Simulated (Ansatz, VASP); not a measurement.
# One calculation of SnS2, two programs

POSCAR

```
SnS2
1.0
    3.6607548100      0.0000000000      0.0000000000
   -1.8303774050      3.1703066624      0.0000000000
    0.0000000000      0.0000000000      5.9617808746
Sn S
1 2
Direct
    0.0000000000      0.0000000000      0.0000000000
    0.3333333333      0.6666666667      0.2455905346
    0.6666666667      0.3333333333      0.7544094654
```

Contents of INCAR.step1:

```
PREC = Accurate
ENCUT = 400
EDIFF = 1E-5
ISMEAR = 0
SIGMA = 0.2
LREAL = F
LASPH = T
NELM = 120
ALGO = Normal
ISIF = 2
LWAVE = T
LCHARG = F
GGA = PE
NBANDS = 20
GGA_COMPAT = F
```

File INCAR.step2:

```
PREC = Accurate
ENCUT = 400
EDIFF = 1E-6
ISMEAR = 0
SIGMA = 0.2
LREAL = F
LASPH = T
NELM = 120
ALGO = Normal
ISIF = 2
LWAVE = F
LCHARG = F
GGA = PE
LHFCALC = T
HFSCREEN = 0.2079
PRECFOCK = Normal
ISTART = 1
NBANDS = 20
GGA_COMPAT = F
```

Contents of KPOINTS:

```
Automatic mesh
0
Gamma
  6 6 2
```

Input for Ansatz:

```yaml
crystal:
  lattice:
    - [3.66075481, 0.0, 0.0]
    - [-1.830377405, 3.1703066624, 0.0]
    - [0.0, 0.0, 5.9617808746]
  atoms:
    - { symbol: Sn, position: [0.0, 0.0, 0.0] }
    - { symbol: S, position: [0.3333333333, 0.6666666667, 0.2455905346] }
    - { symbol: S, position: [0.6666666667, 0.3333333333, 0.7544094654] }
kpoints:
  mp_grid: { grid: [6, 6, 2] }
hamiltonian:
  xc: hse06
scf:
  occupations: { method: gaussian, width: 0.2 }
  n_extra_bands: 4
output:
  forces: true
  stress: true
  eigenvalues: true
```

Alike in both runs: task single point; functional HSE06; k mesh 6 × 6 × 2; occupations gaussian, width 0.2 eV; no spin polarisation.

|  | VASP | Ansatz |
| --- | --- | --- |
| version | VASP 6.6.1 | Ansatz 0.2.0 |
| potentials or method | VASP PAW PBE potentials, release 64 (Sn_d, S) | plane waves |
| plane-wave cutoff (eV) | 400 | 420 |
| valence electrons in the cell | 26 | 26 |

|  | VASP | Ansatz | Ansatz less VASP |
| --- | --- | --- | --- |
| gap on the k mesh at the Fermi level (eV) | 2.43 | 2.42 | -0.009 |
| pressure (GPa) | -0.3 | -0.1 | +0.20 |
| rms of the force components (eV/Å) | 0.125 | 0.120 | -0.0048 |

Atom by atom the forces differ by 0.005 eV/Å (rms over components). With one functional, cell and mesh, what is left measures potentials, basis and numerics. Ansatz's warnings: stress exchange threshold loose, stress scf threshold loose.

The k mesh is coarse, so the values compare programs but aren't converged.
